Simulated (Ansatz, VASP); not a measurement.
# One calculation of GaGe, two programs

Contents of INCAR:

```
PREC = Accurate
ENCUT = 600
EDIFF = 1E-7
ISMEAR = -1
SIGMA = 0.05
LREAL = False
LASPH = True
NELM = 60
ALGO = Normal
ISIF = 3
LWAVE = False
LCHARG = False
GGA = PE
IBRION = 2
NSW = 60
EDIFFG = -0.01
```

The input KPOINTS:

```
regular mesh
0
Gamma
  8 8 8
```

The input POSCAR:

```
GaGe
1.0
    0.0000000000      2.8978440000      2.8978440000
    2.8978440000      0.0000000000      2.8978440000
    2.8978440000      2.8978440000      0.0000000000
Ge Ga
1 1
Direct
    0.0000000000      0.0000000000      0.0000000000
    0.2500000000      0.2500000000      0.2500000000
```

The input input.yaml:

```yaml
crystal:
  lattice:
    - [0.0, 2.897844, 2.897844]
    - [2.897844, 0.0, 2.897844]
    - [2.897844, 2.897844, 0.0]
  atoms:
    - { symbol: Ge, position: [0.0, 0.0, 0.0] }
    - { symbol: Ga, position: [0.25, 0.25, 0.25] }
hamiltonian:
  xc: pbe
  pseudopotentials: { kind: paw }
kpoints:
  mp_grid: { grid: [8, 8, 8] }
scf:
  occupations: { method: fermi_dirac, width: 0.05 }
output:
  forces: true
  stress: true
  eigenvalues: true
  write_density: true
  write_potential: true
  elf: true
  volumetric_format: npy
relax:
  f_tol: 0.01
  max_steps: 40
  cell: { stress_tol: 0.05 }
```

Alike in both runs: task relaxation of cell and atoms; functional PBE; k mesh 8 × 8 × 8; occupations fermi-dirac, width 0.05 eV; no spin polarisation.

```csv
,VASP,Ansatz
version,VASP 6.6.1,Ansatz 0.2.0
potentials or method,"VASP PAW PBE potentials, release 64 (Ge_d, Ga_d)",Ansatz PAW
plane-wave cutoff (eV),600,420
valence electrons in the cell,27,27
```

```csv
,VASP,Ansatz,Ansatz less VASP
"gap on the k mesh at the Fermi level, each at its own relaxed structure (eV)",none,none,-
relaxed volume (Å³/atom),24.48,24.45,-0.028
relaxed cell length with the largest relative difference (Å),4.106,4.105,-0.0015
```

A gap of «none» marks a metal or a gap that the smearing closes.

Noted on Ansatz's run: the plane-wave basis is chosen anew once the cell has moved, so the energies of steps on either side of that aren't comparable.
